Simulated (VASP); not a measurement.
Input of a VASP 6.6.1 run:

File INCAR:

```
SYSTEM = Ga2FeN2
ALGO     = Normal         ! electronic algorithm
EDIFF    = 1E-6           ! SCF threshold, eV
ENCUT    = 600            ! plane-wave cutoff, eV
GGA      = PE             ! functional
GGA_COMPAT= .FALSE.      
ISIF     = 2              ! what is computed and relaxed
ISMEAR   = 0              ! smearing method
LASPH    = .TRUE.         ! aspherical terms in the spheres
LCHARG   = .TRUE.         ! write CHGCAR
LELF     = .TRUE.         ! ELF
LREAL    = .FALSE.        ! projectors in reciprocal space
LVHAR    = .TRUE.       
LWAVE    = .FALSE.        ! write WAVECAR
NBANDS   = 34             ! bands
NELM     = 120            ! most SCF steps
PREC     = Accurate       ! precision mode
SIGMA    = 0.1            ! smearing width, eV
```

File KPOINTS:

```
k-points
0
G
  8 8 6
  0 0 0
```

File POSCAR:

```
Ga2FeN2
1.0
    4.7391868093      0.0000000000      0.0000000000
    0.0000000000      4.7391868093      0.0000000000
    0.0000000000      0.0000000000      4.8029907304
Ga Fe N
2 1 2
Direct
    0.0000000000      0.5000000000      0.5000000000
    0.5000000000      0.0000000000      0.5000000000
    0.0000000000      0.0000000000      0.5000000000
    0.0000000000      0.0000000000      0.8800874608
    0.0000000000      0.0000000000      0.1199125392
```

Potentials or basis: VASP PAW PBE potentials, release 64 (Ga_d, Fe_sv, N).

Launch:

```bash
$ cat potpaw_PBE.64/Ga_d/POTCAR potpaw_PBE.64/Fe_sv/POTCAR potpaw_PBE.64/N/POTCAR > POTCAR
$ mpirun -np 1 vasp_std > vasp.out
```

Problem. Estimate the largest force.

Solution. 0.787 eV/Å.

Problem. Estimate the band gap on the k mesh.

Solution. Zero (bands 26 and 27 overlap by 1.30 eV).

Problem. Estimate the pressure.

Solution. -1.7 GPa.

Forces in eV/Å, atoms in the order of the input:
```
Ga   0.000  0.000  0.000
Ga   0.000  0.000  0.000
Fe   0.000  0.000  0.000
N    0.000  0.000 -0.787
N    0.000  0.000  0.787
```

Caveat: the standard files for N, O and F lose accuracy on very short bonds; the run has no spin polarisation, though such a crystal can be magnetic. With open d or f shells a metallic result of PBE can be an artefact of self-interaction; +U or a hybrid may open a gap.
